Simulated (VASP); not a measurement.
# MoS2 (P-3m1) in VASP: further runs, part 2 of 2

VASP 6.6.1. Earlier steps stand in the parts before.

## (4) Single point, PBEsol

This run uses another cell than the first one, of 18.63 Å³/atom, 1.065 times its volume.

Contents of INCAR:

```
SYSTEM = MoS2
ALGO = Normal ; EDIFF = 1E-7
ENCUT = 520 ; GGA = PS
ISIF = 2 ; ISMEAR = 0
LASPH = .TRUE. ; LCHARG = .FALSE.
LREAL = .FALSE. ; LWAVE = .FALSE.
NBANDS = 35 ; NELM = 100
PREC = Accurate ; SIGMA = 0.05
```

Contents of KPOINTS:

```
k-points
0
G
  10 10 2
  0 0 0
```

Contents of POSCAR:

```
MoS2
1.0
   -3.1414322132      0.0000000000      0.0000000000
   -1.5707161066     -2.7205601009      0.0000000000
    0.0000000000      0.0000000000     13.0788195080
Mo S
2 4
Direct
    0.3333333333      0.3333333333      0.2404425625
    0.6666666667      0.6666666667      0.7213276875
    0.3333333333      0.3333333333      0.6021199601
    0.6666666667      0.6666666667      0.1212348351
    0.3333333333      0.3333333333      0.8405354149
    0.6666666667      0.6666666667      0.3596502899
```

Potentials or basis: VASP PAW PBE potentials, release 64 (Mo_sv, S).

On the command line:

```
> cat potpaw_PBE.64/Mo_sv/POTCAR potpaw_PBE.64/S/POTCAR > POTCAR
> mpirun -np 1 vasp_std > vasp.out
```

OUTCAR:

```text
SYSTEM = MoS2
   EDIFF = 1E-7
   ENCUT = 520
   GGA = PS
   ISIF = 2
   ISMEAR = 0
   LASPH = .TRUE.
   LREAL = .FALSE.
   NELM = 100
   PREC = Accurate

 ion  position               nearest neighbor table
   1  0.333  0.333  0.240-   4 2.39   6 2.39   4 2.39   6 2.39   4 2.39   6 2.39
   2  0.667  0.667  0.721-   3 2.39   5 2.39   3 2.39   5 2.39   3 2.39   5 2.39
   3  0.333  0.333  0.602-   2 2.39   2 2.39   2 2.39
   4  0.667  0.667  0.121-   1 2.39   1 2.39   1 2.39
   5  0.333  0.333  0.841-   2 2.39   2 2.39   2 2.39
   6  0.667  0.667  0.360-   1 2.39   1 2.39   1 2.39

  LATTYP: Found a hexagonal cell.
 ALAT       =     3.1414322132
 C/A-ratio  =     4.1633301693

  Lattice vectors:

 A1 = (   1.5707161066,   2.7205601009,   0.0000000000)
 A2 = (  -3.1414322132,   0.0000000000,   0.0000000000)
 A3 = (   0.0000000000,   0.0000000000,  13.0788195080)

Analysis of symmetry for initial positions (statically):
=====================================================================
 Subroutine PRICEL returns:
 Original cell was already a primitive cell.

 Routine SETGRP: Setting up the symmetry group for a
 hexagonal supercell.

 Subroutine GETGRP returns: Found 12 space group operations
 (whereof  6 operations were pure point group operations)
 out of a pool of 24 trial point group operations.

The static configuration has the point symmetry C_3v.
 The point group associated with its full space group is D_3d.

Analysis of symmetry for dynamics (positions and initial velocities):
=====================================================================
 Subroutine PRICEL returns:
 Original cell was already a primitive cell.

 Routine SETGRP: Setting up the symmetry group for a
 hexagonal supercell.

 Subroutine GETGRP returns: Found 12 space group operations
 (whereof  6 operations were pure point group operations)
[... 125 lines left out ...]
   EFERMI =   0.00;   METHOD = LEGACY
   ISMEAR =     0;   SIGMA  =   0.05  broadening in eV -4-tet -1-fermi 0-gaus
   EFERMI_NEDOS =   21; number of points for ismear=-14 and -15
   IALGO  =     38    algorithm
   IMIX   =      4    mixing-type and parameters
     AMIX     =   0.40;   BMIX     =  1.00
     AMIX_MAG =   1.60;   BMIX_MAG =  1.00
  volume/ion in A,a.u.               =      18.63       125.72
  Fermi-wavevector in a.u.,A,eV,Ry     =   1.268502  2.397121 21.893092  1.609097
  Thomas-Fermi vector in A             =   2.401593
   LORBIT       =      0    0 simple, 1 ext, 2 COOP (PROOUT), +10 PAW based schemes
   GGA     = PS    functional components
   LHFCALC =     F    Hartree Fock is set to
   AEXX    =    0.0000 exact exchange contribution
   IVDW    =     0    specifies the selected vdW correction
   LEPSILON=     F    determine dielectric tensor
   LRPA    =     F    only Hartree local field effects (RPA)
 non-spin polarized calculation
 Gauss-broadening in eV      SIGMA  =   0.05
  energy-cutoff  :      520.00
  volume of cell :      111.78
 maximum number of plane-waves:      3034
   NGX = 11   NGY = 11   NGZ = 49

 number of electron      52.0000000 magnetization

 Free energy of the ion-electron system (eV)
  ---------------------------------------------------
  ext. energy  EPLUGINS =         0.00000000
  ---------------------------------------------------
  free energy    TOTEN  =       -46.89626167 eV

  energy without entropy =      -46.89626167  energy(sigma->0) =      -46.89626167

 E-fermi :   6.8892     XC(G=0): -10.6278

 val. band max:        6.6705990226   @ k =   0.0000   0.0000   0.0000
 cond. band min:       7.8846468468   @ k =   0.4000   0.2000   0.0000
 fundamental gap:      1.2140478243
 Fermi energy:         6.8891723130

 k-point     1 :       0.0000    0.0000    0.0000
  band No.  band energies     occupation
      1     -54.5065      2.00000
      2     -54.5065      2.00000
      3     -28.7178      2.00000
      4     -28.7178      2.00000
      5     -28.4550      2.00000
      6     -28.4550      2.00000
[... 901 lines left out ...]
     34      10.5701      0.00000
     35      12.7907      0.00000

 [... further k-points ...]
[... 5 lines left out ...]
  --------------------------------------------------------------------------------------
  -------------------------------------------------------------------------------------
  Total       -0.0403139     -0.0403139     -0.1767415      0.0000000     -0.0000000      0.0000000
  in kB       -0.5778444     -0.5778444     -2.5333461      0.0000000     -0.0000000      0.0000000
  external PRESSURE =      -1.2296783 kB  Pullay stress =       0.0000000 kB

 VOLUME and BASIS-vectors are now :
 -----------------------------------------------------------------------------
  energy-cutoff  :      520.00
  volume of cell :      111.78
      direct lattice vectors                 reciprocal lattice vectors
    -3.141432213  0.000000000  0.000000000    -0.318326143  0.183785684  0.000000000
    -1.570716107 -2.720560101  0.000000000     0.000000000 -0.367571369  0.000000000
     0.000000000  0.000000000 13.078819508     0.000000000  0.000000000  0.076459500

 POSITION                                       TOTAL-FORCE (eV/Angst)
 -----------------------------------------------------------------------------------
     -1.57072     -0.90685      3.14470         0.000000      0.000000     -0.018875
     -3.14143     -1.81371      9.43411        -0.000000     -0.000000      0.018875
     -1.57072     -0.90685      7.87502        -0.000000     -0.000000     -0.001156
     -3.14143     -1.81371      1.58561         0.000000      0.000000     -0.007747
     -1.57072     -0.90685     10.99321        -0.000000     -0.000000      0.007747
     -3.14143     -1.81371      4.70380         0.000000      0.000000      0.001156
 -----------------------------------------------------------------------------------
    total drift:                                0.000000      0.000000      0.000038

  FREE ENERGIE OF THE ION-ELECTRON SYSTEM (eV)
  ---------------------------------------------------
  free  energy   TOTEN  =       -46.8962616681 eV

  energy  without entropy=      -46.8962616681  energy(sigma->0) =      -46.89626167
```

stdout:

```text
POSCAR found type information on POSCAR MoS
 POSCAR found :  2 types and       6 ions
 scaLAPACK will be used
 -----------------------------------------------------------------------------
|                                                                             |
|                                                                             |
|     You enforced a specific xc type in the INCAR file but a different       |
|     I HOPE YOU KNOW WHAT YOU ARE DOING!                                     |
|                                                                             |
 -----------------------------------------------------------------------------

 LDA part: xc-table for (Slater+PW92), standard interpolation
 POSCAR, INCAR and KPOINTS ok, starting setup
 FFT: planning ... GRIDC
 FFT: planning ... GRID_SOFT
 FFT: planning ... GRID
 WAVECAR not read
 entering main loop
```

It took 71 s on 1 thread of Intel Xeon Platinum 8559C (Emerald Rapids), shared host; peak memory 0.26 GiB.

What came out:

```yaml
Free_energy: -46.8963 eV
Pressure: -0.1 GPa
Largest_force: 0.019 eV/Å
Band_gap_on_the_k_mesh: 1.21 eV, indirect (least direct gap 1.99 eV)
```

Forces on the atoms (eV/Å):
```
Mo   0.000  0.000 -0.019
Mo   0.000  0.000  0.019
S    0.000  0.000 -0.001
S    0.000  0.000 -0.008
S    0.000  0.000  0.008
S    0.000  0.000  0.001
```

Levels at points of the mesh, in eV from the valence-band top:
```
           k point  band 22  band 23  band 24  band 25  band 26  band 27  band 28  band 29  band 30  band 31
(0.00, 0.00, 0.00)    -1.93    -1.93    -1.47    -0.96     0.00     2.40     2.40     2.42     2.42     2.64
(0.50, 0.00, 0.00)    -2.37    -1.42    -1.32    -1.18    -1.13     1.92     1.94     2.33     2.53     3.18
(0.00, 0.00, 0.50)    -1.94    -1.93    -1.93    -0.43    -0.18     2.41     2.41     2.41     2.41     2.66
(0.50, 0.00, 0.50)    -2.41    -1.39    -1.34    -1.17    -1.14     1.92     1.93     2.41     2.46     3.38
```

Caveat: the PAW data sets were made with another functional, which shifts forces and pressure a little; this functional lacks dispersion, which binds the layers, so the pressure and a relaxed spacing across them are unreliable. A k mesh can miss the band edges.

## (5) Single point, PBEsol

This run uses another cell than the first one, of 18.99 Å³/atom, 1.086 times its volume.

Contents of INCAR:

```
ALGO = Normal
EDIFF = 1E-6
ENCUT = 520
GGA = PS
ISIF = 2
ISMEAR = 0
LASPH = T
LCHARG = F
LREAL = F
LWAVE = F
NBANDS = 35
NELM = 60
PREC = Accurate
SIGMA = 0.05
```

Contents of KPOINTS:

```
k-points
0
Gamma
  10 10 2
```

Contents of POSCAR:

```
MoS2
1.0
   -3.1414322132      0.0000000000      0.0000000000
   -1.5707161066     -2.7205601009      0.0000000000
    0.0000000000      0.0000000000     13.3288195080
Mo S
2 4
Direct
    0.3333333333      0.3333333333      0.2359327377
    0.6666666667      0.6666666667      0.7077982131
    0.3333333333      0.3333333333      0.5908263876
    0.6666666667      0.6666666667      0.1189609122
    0.3333333333      0.3333333333      0.8247700387
    0.6666666667      0.6666666667      0.3529045633
```

On the command line:

```
> cat potpaw_PBE.64/Mo_sv/POTCAR potpaw_PBE.64/S/POTCAR > POTCAR
> mpirun -np 1 vasp_std > vasp.out
```

Run time: 58 s. Hardware: 1 thread of Intel Xeon Platinum 8559C (Emerald Rapids), shared host; peak memory 0.27 GiB.

It converged, with:

| Item | Value |
| --- | --- |
| Free energy | -46.8908 eV |
| Pressure | -0.1 GPa |
| Largest force | 0.022 eV/Å |
| Band gap on the k mesh | 1.27 eV, indirect (least direct gap 2.00 eV) |

Forces in eV/Å, atoms in the order of the input:
```
Mo   0.000  0.000 -0.022
Mo   0.000  0.000  0.022
S    0.000  0.000 -0.001
S    0.000  0.000  0.000
S    0.000  0.000  0.000
S    0.000  0.000  0.001
```

Stress tensor (GPa, compression positive):
```
-0.06  0.00  0.00
 0.00 -0.06  0.00
 0.00  0.00 -0.23
```

Levels at points of the mesh, in eV from the valence-band top:
| k point | band 24 | band 25 | band 26 | band 27 | band 28 | band 29 |
| --- | --- | --- | --- | --- | --- | --- |
| (0.00, 0.00, 0.00) | -1.54 | -0.89 | 0.00 | 2.44 | 2.44 | 2.45 |
| (0.50, 0.00, 0.00) | -1.29 | -1.14 | -1.10 | 1.95 | 1.97 | 2.37 |
| (0.00, 0.00, 0.50) | -1.90 | -0.48 | -0.14 | 2.44 | 2.44 | 2.45 |
| (0.50, 0.00, 0.50) | -1.31 | -1.14 | -1.10 | 1.95 | 1.97 | 2.43 |

Caveat: the PAW data sets were made with another functional, which shifts forces and pressure a little; this functional lacks dispersion, which binds the layers, so the pressure and a relaxed spacing across them are unreliable.

## (6) Summary

```tsv
cell	gap on the mesh (eV)	pressure (GPa)	largest force (eV/Å)
a = 3.141, b = 3.141, c = 12.279 Å, angles 90.0, 90.0, 60.0°, 6 atoms	0.87	0.3	0.07
a = 3.141, b = 3.141, c = 12.829 Å, angles 90.0, 90.0, 60.0°, 6 atoms	1.14	-0.1	0.01
a = 3.141, b = 3.141, c = 13.079 Å, angles 90.0, 90.0, 60.0°, 6 atoms	1.21	-0.1	0.02
a = 3.141, b = 3.141, c = 13.329 Å, angles 90.0, 90.0, 60.0°, 6 atoms	1.27	-0.1	0.02
```

Alike in all rows: task single point; level PBEsol; potentials or basis VASP PAW PBE potentials, release 64 (Mo_sv, S); no spin polarisation; k mesh 10 × 10 × 2; cutoff (eV) 520; smearing gaussian 0.05 eV.

Caveats: the PAW data sets were made with another functional, which shifts forces and pressure a little; this functional lacks dispersion, which binds the layers, so the pressure and a relaxed spacing across them are unreliable.

Total energies depend on the potentials used, so only differences within one code and one set of settings carry meaning.
